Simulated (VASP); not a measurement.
# InSb (Fm-3m) in VASP: notebook, part 2 of 2

VASP 6.6.1. The steps go on from the part before.

## 6. Single point, PBE

This run uses another cell than the first one, of 29.08 Å³/atom, 1.136 times its volume.

INCAR reads:

```
SYSTEM = InSb
  ALGO = Normal
  EDIFF = 1E-6
  ENCUT = 520
  GGA = PE
  ISIF = 2
  ISMEAR = 0
  LASPH = .TRUE.
  LCHARG = .FALSE.
  LREAL = .FALSE.
  LWAVE = .FALSE.
  NBANDS = 16
  NELM = 80
  PREC = Accurate
  SIGMA = 0.1
```

KPOINTS reads:

```
k-points
0
G
  12 12 12
  0 0 0
```

POSCAR reads:

```
InSb
1.0
    0.0000000000      3.0751386621      3.0751386621
    3.0751386621      0.0000000000      3.0751386621
    3.0751386621      3.0751386621      0.0000000000
In Sb
1 1
Direct
    0.0000000000      0.0000000000      0.0000000000
    0.5000000000      0.5000000000      0.5000000000
```

Potentials or basis: VASP PAW PBE potentials, release 64 (In_d, Sb).

Started as:

```sh
> cat potpaw_PBE.64/In_d/POTCAR potpaw_PBE.64/Sb/POTCAR > POTCAR
> mpirun -np 1 vasp_std > vasp.out
```

OUTCAR:

```text
SYSTEM = InSb
   EDIFF = 1E-6
   ENCUT = 520
   GGA = PE
   ISIF = 2
   ISMEAR = 0
   LASPH = .TRUE.
   LREAL = .FALSE.
   NELM = 80
   PREC = Accurate

 ion  position               nearest neighbor table
   1  0.000  0.000  0.000-   2 3.08   2 3.08   2 3.08   2 3.08   2 3.08   2 3.08
   2  0.500  0.500  0.500-   1 3.08   1 3.08   1 3.08   1 3.08   1 3.08   1 3.08

  LATTYP: Found a face centered cubic cell.
 ALAT       =     6.1502773242

  Lattice vectors:

 A1 = (   0.0000000000,   3.0751386621,   3.0751386621)
 A2 = (   3.0751386621,   0.0000000000,   3.0751386621)
 A3 = (   3.0751386621,   3.0751386621,   0.0000000000)

Analysis of symmetry for initial positions (statically):
=====================================================================
 Subroutine PRICEL returns:
 Original cell was already a primitive cell.

 Routine SETGRP: Setting up the symmetry group for a
 face centered cubic supercell.

 Subroutine GETGRP returns: Found 48 space group operations
 (whereof 48 operations were pure point group operations)
 out of a pool of 48 trial point group operations.

The static configuration has the point symmetry O_h .

Analysis of symmetry for dynamics (positions and initial velocities):
=====================================================================
 Subroutine PRICEL returns:
 Original cell was already a primitive cell.

 Routine SETGRP: Setting up the symmetry group for a
 face centered cubic supercell.

 Subroutine GETGRP returns: Found 48 space group operations
 (whereof 48 operations were pure point group operations)
 out of a pool of 48 trial point group operations.

The dynamic configuration has the point symmetry O_h .

 Subroutine INISYM returns: Found 48 space group operations
 (whereof 48 operations are pure point group operations),
 and found     1 'primitive' translations

[... 107 lines left out ...]
   EMIN   =  10.00;   EMAX   =-10.00  energy-range for DOS
   EFERMI =   0.00;   METHOD = LEGACY
   ISMEAR =     0;   SIGMA  =   0.10  broadening in eV -4-tet -1-fermi 0-gaus
   EFERMI_NEDOS =   21; number of points for ismear=-14 and -15
   IALGO  =     38    algorithm
   IMIX   =      4    mixing-type and parameters
     AMIX     =   0.40;   BMIX     =  1.00
     AMIX_MAG =   1.60;   BMIX_MAG =  1.00
  volume/ion in A,a.u.               =      29.08       196.24
  Fermi-wavevector in a.u.,A,eV,Ry     =   1.107365  2.092617 16.684256  1.226258
  Thomas-Fermi vector in A             =   2.243879
   LORBIT       =      0    0 simple, 1 ext, 2 COOP (PROOUT), +10 PAW based schemes
   GGA     = PE    functional components
   LHFCALC =     F    Hartree Fock is set to
   AEXX    =    0.0000 exact exchange contribution
   IVDW    =     0    specifies the selected vdW correction
   LEPSILON=     F    determine dielectric tensor
   LRPA    =     F    only Hartree local field effects (RPA)
 non-spin polarized calculation
 Gauss-broadening in eV      SIGMA  =   0.10
  energy-cutoff  :      520.00
  volume of cell :       58.16
 maximum number of plane-waves:      1592
   NGX = 17   NGY = 17   NGZ = 17

 number of electron      18.0000005 magnetization

 Free energy of the ion-electron system (eV)
  ---------------------------------------------------
  ext. energy  EPLUGINS =         0.00000000
  ---------------------------------------------------
  free energy    TOTEN  =        -6.66599205 eV

  energy without entropy =       -6.65793085  energy(sigma->0) =       -6.66196145

 E-fermi :   6.5327     XC(G=0):  -9.7025

 val. band max:        6.5286852941   @ k =   0.5000   0.0833   0.0000
 cond. band min:       6.5576202972   @ k =   0.1667   0.0000   0.0000
 fundamental gap:      0.0289350031
 Fermi energy:         6.5327491300

 k-point     1 :       0.0000    0.0000    0.0000
  band No.  band energies     occupation
      1      -7.8433      2.00000
      2      -7.8433      2.00000
      3      -7.8147      2.00000
      4      -7.8147      2.00000
      5      -7.8147      2.00000
      6      -4.3232      2.00000
[... 433 lines left out ...]
      3      -7.8106      2.00000
      4      -7.7934      2.00000
      5      -7.7865      2.00000
      6      -2.3760      2.00000
[... 8 lines left out ...]
     15      15.7377      0.00000
     16      15.8347      0.00000

 [... further k-points ...]
[... 5 lines left out ...]
  --------------------------------------------------------------------------------------
  -------------------------------------------------------------------------------------
  Total       -0.0002730     -0.0002730     -0.0002730      0.0000000     -0.0000000      0.0000000
  in kB       -0.0075217     -0.0075217     -0.0075217      0.0000000     -0.0000000      0.0000000
  external PRESSURE =      -0.0075217 kB  Pullay stress =       0.0000000 kB

 VOLUME and BASIS-vectors are now :
 -----------------------------------------------------------------------------
  energy-cutoff  :      520.00
  volume of cell :       58.16
      direct lattice vectors                 reciprocal lattice vectors
     0.000000000  3.075138662  3.075138662    -0.162594294  0.162594294  0.162594294
     3.075138662  0.000000000  3.075138662     0.162594294 -0.162594294  0.162594294
     3.075138662  3.075138662  0.000000000     0.162594294  0.162594294 -0.162594294

 POSITION                                       TOTAL-FORCE (eV/Angst)
 -----------------------------------------------------------------------------------
      0.00000      0.00000      0.00000         0.000000      0.000000     -0.000000
      3.07514      3.07514      3.07514         0.000000      0.000000      0.000000
 -----------------------------------------------------------------------------------
    total drift:                                0.000000     -0.000000     -0.000000

  FREE ENERGIE OF THE ION-ELECTRON SYSTEM (eV)
  ---------------------------------------------------
  free  energy   TOTEN  =        -6.6659920537 eV

  energy  without entropy=       -6.6579308474  energy(sigma->0) =       -6.66196145
```

stdout:

```text
POSCAR found type information on POSCAR InSb
 POSCAR found :  2 types and       2 ions
 scaLAPACK will be used
 LDA part: xc-table for (Slater+PW92), standard interpolation
 POSCAR, INCAR and KPOINTS ok, starting setup
 FFT: planning ... GRIDC
 FFT: planning ... GRID_SOFT
 FFT: planning ... GRID
 WAVECAR not read
 entering main loop
```

It took 25 s on 1 thread of Intel Xeon 6975P-C, shared host; peak memory 0.22 GiB.

What came out:

```
Free energy            : -6.6660 eV
Pressure               : 0.0 GPa
Band gap on the k mesh : zero (band 9 reaches 7.14 eV, above the bottom of band 10 at 4.48 eV)
```

Caveat: spin-orbit coupling is left out, which moves the levels of the heavy elements.

## 7. The runs side by side

```csv
cell,gap on the mesh (eV),pressure (GPa)
"a = 4.167 Å, angles 60.0°, 2 atoms",none,8.3
"a = 4.214 Å, angles 60.0°, 2 atoms",none,5.6
"a = 4.260 Å, angles 60.0°, 2 atoms",none,3.4
"a = 4.305 Å, angles 60.0°, 2 atoms",none,1.5
"a = 4.349 Å, angles 60.0°, 2 atoms",none,0.0
```

Alike in all rows: task single point; level PBE; potentials or basis VASP PAW PBE potentials, release 64 (In_d, Sb); no spin polarisation; k mesh 12 × 12 × 12; cutoff (eV) 520; smearing gaussian 0.1 eV.

Caveats: spin-orbit coupling is left out, which moves the levels of the heavy elements.

Absolute energies hang on the potentials; compare differences alone.
